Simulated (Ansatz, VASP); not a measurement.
This is a calculation of Sb for VASP 6.6.1.

Contents of INCAR:

```
PREC = Accurate
ENCUT = 600
EDIFF = 1E-7
ISMEAR = -1
SIGMA = 0.05
LREAL = F
LASPH = T
NELM = 60
ALGO = Normal
ISIF = 3
LWAVE = F
LCHARG = F
GGA = PS
IBRION = 2
NSW = 60
EDIFFG = -0.01
```

File KPOINTS:

```
Automatic mesh
0
Gamma
  7 7 7
```

Contents of POSCAR:

```
Sb
1.0
   -4.0300106443      4.0300106443      2.0254867038
    4.0300106443     -4.0300106443      2.0254867038
    4.0300106443      4.0300106443     -2.0254867038
Sb
4
Direct
    0.6512630600      0.1512630600      0.8025261200
    0.1512630600      0.3487369400      0.5000000000
    0.3487369400      0.8487369400      0.1974738800
    0.8487369400      0.6512630600      0.5000000000
```

Potentials or basis: VASP PAW PBE potentials, release 64 (Sb).

The run is started by

```bash
$ cat potpaw_PBE.64/Sb/POTCAR > POTCAR
$ mpirun -np 1 vasp_std > vasp.out
```

Q: Set up the same calculation for Ansatz 0.2.0. Potentials there: Ansatz PAW.

A: As run (the cutoff follows the program's own potentials):

File input.yaml:

```yaml
crystal:
  lattice:
    - [-4.0300106443, 4.0300106443, 2.0254867038]
    - [4.0300106443, -4.0300106443, 2.0254867038]
    - [4.0300106443, 4.0300106443, -2.0254867038]
  atoms:
    - { symbol: Sb, position: [0.65126306, 0.15126306, 0.80252612] }
    - { symbol: Sb, position: [0.15126306, 0.34873694, 0.5] }
    - { symbol: Sb, position: [0.34873694, 0.84873694, 0.19747388] }
    - { symbol: Sb, position: [0.84873694, 0.65126306, 0.5] }
hamiltonian:
  xc: pbesol
  pseudopotentials: { kind: paw }
kpoints:
  mp_grid: { grid: [7, 7, 7] }
scf:
  occupations: { method: fermi_dirac, width: 0.05 }
output:
  forces: true
  stress: true
  eigenvalues: true
relax:
  f_tol: 0.01
  max_steps: 40
  cell: { stress_tol: 0.05 }
```

Potentials or basis: Ansatz PAW.

Launch:

```sh
$ ansatz run input.yaml --threads 2 --pin off --max-ram 5632MiB --backend cpu --events-out ev --progress --plain --runs-dir out
```

Both were run:

|  | VASP | Ansatz | Ansatz less VASP |
| --- | --- | --- | --- |
| gap on the k mesh at the Fermi level, each at its own relaxed structure (eV) | none | none | - |
| relaxed volume (Å³/atom) | 32.37 | 32.32 | -0.049 |
| relaxed cell length with the largest relative difference (Å) | 5.997 | 5.995 | -0.0018 |

VASP's potentials were made for PBE, not for PBEsol. A gap of «none» marks a metal or a gap that the smearing closes. VASP's potentials hold 20 valence electrons a cell and Ansatz's 60, so a difference there can come from the potentials and not from the codes.

Spin-orbit coupling is off throughout. Noted on Ansatz's run: the plane-wave basis is chosen anew once the cell has moved, so the energies of steps on either side of that aren't comparable.
